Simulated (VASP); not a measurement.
Set up this calculation in VASP 6.6.1, as the native input.

```yaml
Task: relaxation of cell and atoms
Functional: PBE
Potentials_or_basis: VASP PAW PBE potentials, release 64 (Nb_sv, Mo_sv, N)
Cutoff: 600 eV
k_mesh: 3 × 3 × 4
Occupations: gaussian, width 0.15 eV
Spin: collinear spin
Starting_moments: "[0.0, 0.0, 1.0, 0.0, 0.0, 0.0] μB"
Dipole_correction: no
Further_INCAR_settings: ALGO = Normal; EDIFF = 1e-07; IBRION = 2; EDIFFG = -0.08; NSW = 36; ISIF = 3
```

The structure of Nb2MoN3 lies in POSCAR:

```
Nb2MoN3
1.0
    5.2544068700      0.0000000000      0.0000000000
   -2.6272034400      4.5504498300      0.0000000000
    0.0000000000      0.0000000000      2.9134357200
Nb Mo N
2 1 3
Direct
    0.3333333300      0.6666666700      0.0000000000
    0.6666666700      0.3333333300      0.0000000000
    0.0000000000      0.0000000000      0.0000000000
    0.3333000000      0.0000000000      0.5000000000
    0.6667000000      0.6667000000      0.5000000000
    0.0000000000      0.3333000000      0.5000000000
```

The input as run:

INCAR

```
PREC     = Accurate       # precision mode
ENCUT    = 600            # plane-wave cutoff, eV
EDIFF    = 1E-7           # SCF threshold, eV
ISMEAR   = 0              # smearing method
SIGMA    = 0.15           # smearing width, eV
LREAL    = False          # projectors in reciprocal space
LASPH    = True           # aspherical terms in the spheres
NELM     = 200            # most SCF steps
ALGO     = Normal         # electronic algorithm
ISIF     = 3              # what is computed and relaxed
LWAVE    = False          # write WAVECAR
LCHARG   = False          # write CHGCAR
ISPIN    = 2              # spin polarisation
MAGMOM   = 0 0 1 0 0 0    # initial moments
LORBIT   = 11             # projections on sites
LMAXMIX  = 4              # l up to which the mixer works
GGA      = PE             # functional
IBRION   = 2              # ionic algorithm
NSW      = 36             # ionic steps
EDIFFG   = -0.08          # ionic threshold
GGA_COMPAT= False        
NELMIN   = 4
```

KPOINTS

```
regular mesh
0
Gamma
  3 3 4
```

Potentials or basis: VASP PAW PBE potentials, release 64 (Nb_sv, Mo_sv, N).

Command:

```console
$ cat potpaw_PBE.64/Nb_sv/POTCAR potpaw_PBE.64/Mo_sv/POTCAR potpaw_PBE.64/N/POTCAR > POTCAR
$ mpirun -np 1 vasp_std > vasp.out
```

It gave:

* Relaxed volume: 10.65 Å³/atom
* Relaxed cell: a = 5.077 Å, b = 5.077 Å, c = 2.864 Å, α = 90.00°, β = 90.00°, γ = 120.00°
* Space group after relaxing (to 0.1 Å): P-62m (No. 189)
* Energy gained by relaxing: 73.3 meV/atom
* Ionic steps: 7
* Pressure after relaxing: 0.4 GPa
* Largest force after relaxing: 0.017 eV/Å
* Net moment: 0.00 μB per cell
* Valence electrons inside the program's atomic spheres: Nb 10.70; Mo 12.43; N 3.68

Caveat: the k points lie up to 0.55 Å⁻¹ apart in the final cell.

It took 3.5 min on 1 thread of Intel(R) Xeon(R) 6975P-C (Granite Rapids), on a shared host, peak memory 0.25 GiB.
